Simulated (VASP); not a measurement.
# Ge in VASP: a series of runs, part 2 of 2

VASP 6.6.1.

### 4 Single point, PBE+D3(BJ)

INCAR

```
ALGO     = Normal         # electronic algorithm
DIPOL    = 0.5 0.5 0.500
EDIFF    = 1E-7           # SCF threshold, eV
ENCUT    = 520            # plane-wave cutoff, eV
GGA      = PE             # functional
IDIPOL   = 3            
ISIF     = 2              # what is computed and relaxed
ISMEAR   = 0              # smearing method
IVDW     = 12             # dispersion correction
LASPH    = T              # aspherical terms in the spheres
LCHARG   = F              # write CHGCAR
LDIPOL   = T            
LREAL    = F              # projectors in reciprocal space
LWAVE    = F              # write WAVECAR
NBANDS   = 21             # bands
NELM     = 100            # most SCF steps
PREC     = Accurate       # precision mode
SIGMA    = 0.1            # smearing width, eV
```

KPOINTS

```
k-points
0
Gamma
  12 12 1
```

POSCAR

```
Ge
1.0
    4.0300000000      0.0000000000      0.0000000000
   -2.0150000000      3.4900823773      0.0000000000
    0.0000000000      0.0000000000     28.0000000000
Ge
2
Direct
    0.3333333333      0.6666666667      0.5078571429
    0.6666666667      0.3333333333      0.4921428571
```

Run with:

```bash
$ cat potpaw_PBE.64/Ge_d/POTCAR > POTCAR
$ mpirun -np 1 vasp_std > vasp.out
```

Wall time 3.7 min (1 thread of Intel Xeon Platinum 8259CL at 2.50GHz (Skylake/Cascade Lake), shared host); peak memory 0.51 GiB.

It converged, with:

```
Free energy                : -8.3020 eV
Largest force              : 0.567 eV/Å
Band gap on the k mesh     : zero (bands 14 and 15 overlap by 0.29 eV)
Dispersion energy per atom : -0.154 eV
```

Forces on the atoms (eV/Å):
```
Ge   0.000  0.000  0.567
Ge   0.000  0.000 -0.567
```

Levels at points of the mesh, in eV from the Fermi level:
```csv
k point,band 11,band 12,band 13,band 14,band 15,band 16,band 17,band 18
"(0.00, 0.00, 0.00)",-11.83,-3.26,-1.10,-1.10,-0.24,2.75,3.55,3.55
"(0.50, 0.00, 0.00)",-9.77,-7.91,-2.65,-1.06,0.81,1.04,5.75,6.34
```

### 5 Single point, PBE+D3(BJ)

INCAR

```
SYSTEM = Ge
PREC = Accurate
ENCUT = 520
EDIFF = 1E-6
ISMEAR = 0
SIGMA = 0.1
LREAL = .FALSE.
LASPH = .TRUE.
NELM = 80
ALGO = Normal
ISIF = 2
LWAVE = .FALSE.
LCHARG = .TRUE.
LDIPOL = .TRUE.
IDIPOL = 3
DIPOL = 0.5 0.5 0.500
GGA = PE
IVDW = 12
LELF = .TRUE.
LVHAR = .TRUE.
LVACPOTAV = .TRUE.
NBANDS = 21
```

KPOINTS

```
regular mesh
0
G
  12 12 1
  0 0 0
```

POSCAR

```
Ge
1.0
    4.0300000000      0.0000000000      0.0000000000
   -2.0150000000      3.4900823773      0.0000000000
    0.0000000000      0.0000000000     28.0000000000
Ge
2
Direct
    0.3333333333      0.6666666667      0.5130892857
    0.6666666667      0.3333333333      0.4869107143
```

Run with:

```bash
$ cat potpaw_PBE.64/Ge_d/POTCAR > POTCAR
$ mpirun -np 1 vasp_std > vasp.out
```

Wall time 3.8 min (1 thread of Intel Xeon Platinum 8259CL at 2.50GHz (Skylake/Cascade Lake), shared host); peak memory 0.51 GiB.

The run converged. Its results:

```yaml
Free_energy: -8.3803 eV
Largest_force: 0.202 eV/Å
Band_gap_on_the_k_mesh: zero (filled and empty bands touch)
Dispersion_energy_per_atom: -0.154 eV
```

Forces in eV/Å, atoms in the order of the input:
```
Ge   0.000  0.000 -0.202
Ge   0.000  0.000  0.202
```

Levels at points of the mesh, in eV from the Fermi level:
| k point | band 10 | band 11 | band 12 | band 13 | band 14 | band 15 | band 16 | band 17 | band 18 | band 19 |
| --- | --- | --- | --- | --- | --- | --- | --- | --- | --- | --- |
| (0.00, 0.00, 0.00) | -24.15 | -11.15 | -3.57 | -0.30 | -0.30 | 0.73 | 2.22 | 3.98 | 3.98 | 4.25 |
| (0.50, 0.00, 0.00) | -24.10 | -9.11 | -7.28 | -1.83 | -1.17 | 0.67 | 1.80 | 5.40 | 6.35 | 6.86 |

### 6 Single point, PBE+D3(BJ)

INCAR

```
SYSTEM = Ge
PREC = Accurate
ENCUT = 520
EDIFF = 1E-6
ISMEAR = 0
SIGMA = 0.1
LREAL = .False.
LASPH = .True.
NELM = 100
ALGO = Normal
ISIF = 2
LWAVE = .False.
LCHARG = .False.
LDIPOL = .True.
IDIPOL = 3
DIPOL = 0.5 0.5 0.500
GGA = PE
IVDW = 12
NBANDS = 21
```

KPOINTS

```
Automatic mesh
0
Gamma
  12 12 1
  0 0 0
```

POSCAR

```
Ge
1.0
    4.0300000000      0.0000000000      0.0000000000
   -2.0150000000      3.4900823773      0.0000000000
    0.0000000000      0.0000000000     28.0000000000
Ge
2
Direct
    0.3333333333      0.6666666667      0.5183214286
    0.6666666667      0.3333333333      0.4816785714
```

Potentials or basis: VASP PAW PBE potentials, release 64 (Ge_d).

Run with:

```bash
$ cat potpaw_PBE.64/Ge_d/POTCAR > POTCAR
$ mpirun -np 1 vasp_std > vasp.out
```

OUTCAR:

```text
SYSTEM = Ge
   PREC = Accurate
   ENCUT = 520
   EDIFF = 1E-6
   ISMEAR = 0
   LREAL = .False.
   LASPH = .True.
   NELM = 100
   ISIF = 2
   GGA = PE
   IVDW = 12
 IVDW          = 12

 ion  position               nearest neighbor table
   1  0.333  0.667  0.518-   2 2.54   2 2.54   2 2.54
   2  0.667  0.333  0.482-   1 2.54   1 2.54   1 2.54

  LATTYP: Found a hexagonal cell.
 ALAT       =     4.0300000000
 C/A-ratio  =     6.9478908189

  Lattice vectors:

 A1 = (   4.0300000000,   0.0000000000,   0.0000000000)
 A2 = (  -2.0150000000,   3.4900823773,   0.0000000000)
[... 641 lines left out ...]

 Edisp (eV)   -0.30762

 E8    (eV) :    -0.1472

  FORCE on cell =-STRESS in cart. coord.  units (eV):
  Direction    XX          YY          ZZ          XY          YZ          ZX
  --------------------------------------------------------------------------------------
  -------------------------------------------------------------------------------------
  Total      -1.14121    -1.14121    -1.32576     0.00000     0.00000    -0.00000
  in kB      -4.64277    -4.64277    -5.39357     0.00000     0.00000    -0.00000
  external pressure =       -4.89 kB  Pullay stress =        0.00 kB

 VOLUME and BASIS-vectors are now :
 -----------------------------------------------------------------------------
  energy-cutoff  :      520.00
  volume of cell :      393.82
      direct lattice vectors                 reciprocal lattice vectors
     4.030000000  0.000000000  0.000000000     0.248138958  0.143263094  0.000000000
    -2.015000000  3.490082377  0.000000000     0.000000000  0.286526188  0.000000000
     0.000000000  0.000000000 28.000000000     0.000000000  0.000000000  0.035714286

 POSITION                                       TOTAL-FORCE (eV/Angst)
 -----------------------------------------------------------------------------------
     -0.00000      2.32672     14.51300         0.000000     -0.000000     -1.283573
      2.01500      1.16336     13.48700        -0.000000      0.000000      1.283573
 -----------------------------------------------------------------------------------
    total drift:                                0.000000      0.000000     -0.000000

  FREE ENERGIE OF THE ION-ELECTRON SYSTEM (eV)
  ---------------------------------------------------
  free  energy   TOTEN  =        -8.1464908652 eV

  energy  without entropy=       -8.1393497160  energy(sigma->0) =       -8.14292029

 vacuum level on the upper side and lower side of the slab         1.008         1.008
```

It took 4 min on 1 thread of Intel Xeon Platinum 8259CL at 2.50GHz (Skylake/Cascade Lake), shared host; peak memory 0.51 GiB.

What came out:

```
Free energy                : -8.1465 eV
Largest force              : 1.284 eV/Å
Band gap on the k mesh     : zero (bands 14 and 15 overlap by 0.64 eV)
Dispersion energy per atom : -0.154 eV
```

Forces in eV/Å, atoms in the order of the input:
```
Ge   0.000  0.000 -1.284
Ge   0.000  0.000  1.284
```

### 7 Summary

| cell | gap on the mesh (eV) | largest force (eV/Å) |
| --- | --- | --- |
| as given, atomic positions A | none | 0.80 |
| as given, atomic positions B | none | 0.37 |
| as given, atomic positions C | none | 0.57 |
| as given, atomic positions D | none | 0.20 |
| as given, atomic positions E | none | 1.28 |

Alike in all rows: task single point; level PBE+D3(BJ); potentials or basis VASP PAW PBE potentials, release 64 (Ge_d); no spin polarisation; k mesh 12 × 12 × 1; cutoff (eV) 520; smearing gaussian 0.1 eV.

Absolute energies hang on the potentials; compare differences alone.
